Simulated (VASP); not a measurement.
Set up this calculation in VASP 6.6.1, as the native input.

```
Task                   : single point
Functional             : PBE
Potentials or basis    : VASP PAW PBE potentials, release 64 (Be, H)
Cutoff                 : 520 eV
k mesh                 : 5 × 5 × 3
Occupations            : fermi-dirac, width 0.15 eV
Spin                   : no spin polarisation
Dipole correction      : no
Further INCAR settings : LREAL = Auto; ALGO = Normal; EDIFF = 1e-07; NBANDS = 30
```

The structure of Be16H (a cell with a defect) lies in POSCAR:

```
Be16H
1.0
   -2.2900000000     -3.9663960000      0.0000000000
    3.4350000000     -1.9831980000      0.0000000000
    0.0000000000      0.0000000000      7.1768600000
Be H
16 1
Direct
    0.7496811196      0.5024948470      0.0014517766
    0.5002434472      0.3353257053      0.2504447285
    0.7497104721      0.5022173468      0.4977699888
    0.5069572038      0.3392931573      0.7471948633
    0.5070373344     -0.0042725885      0.0044366937
    0.2497122971      0.8382788709      0.2531944093
    0.5002237804     -0.0006040905      0.5011781196
    0.2498484700      0.8258261373      0.7474844351
    0.2499234336      0.5090989165      0.0041842831
   -0.0007245715      0.3353019747      0.2504278601
    0.2497505082      0.4963999820      0.4984545693
   -0.0075169046      0.3396002406      0.7471625562
   -0.0075129906     -0.0046093524      0.0044750297
    0.7496848775      0.8324724446      0.2537946050
   -0.0007052827     -0.0005891315      0.5011998721
    0.7496426672      0.8325425927      0.7501207514
    0.2492435383      0.1674338471      0.8759613584
```

The input as run:

INCAR

```
SYSTEM = Be16H
ALGO = Normal
EDIFF = 1E-7
ENCUT = 520
GGA = PE
ISIF = 2
ISMEAR = -1
LASPH = .True.
LCHARG = .False.
LREAL = Auto
LWAVE = .False.
NBANDS = 30
NELM = 80
PREC = Accurate
SIGMA = 0.15
```

KPOINTS

```
k-points
0
Gamma
  5 5 3
  0 0 0
```

Potentials or basis: VASP PAW PBE potentials, release 64 (Be, H).

The run is started by

```sh
$ cat potpaw_PBE.64/Be/POTCAR potpaw_PBE.64/H/POTCAR > POTCAR
$ mpirun -np 1 vasp_std > vasp.out
```

Results of the run:

| Quantity | Value |
| --- | --- |
| Pressure | 0.0 GPa |
| Largest force | 0.006 eV/Å |
| Band gap on the k mesh | zero (an odd number of electrons rules out a gap without spin polarisation) |

Run time: 4.6 min on 1 thread of Intel(R) Xeon(R) Platinum 8259CL CPU @ 2.50GHz (Skylake/Cascade Lake), on a shared host, peak memory 0.27 GiB.
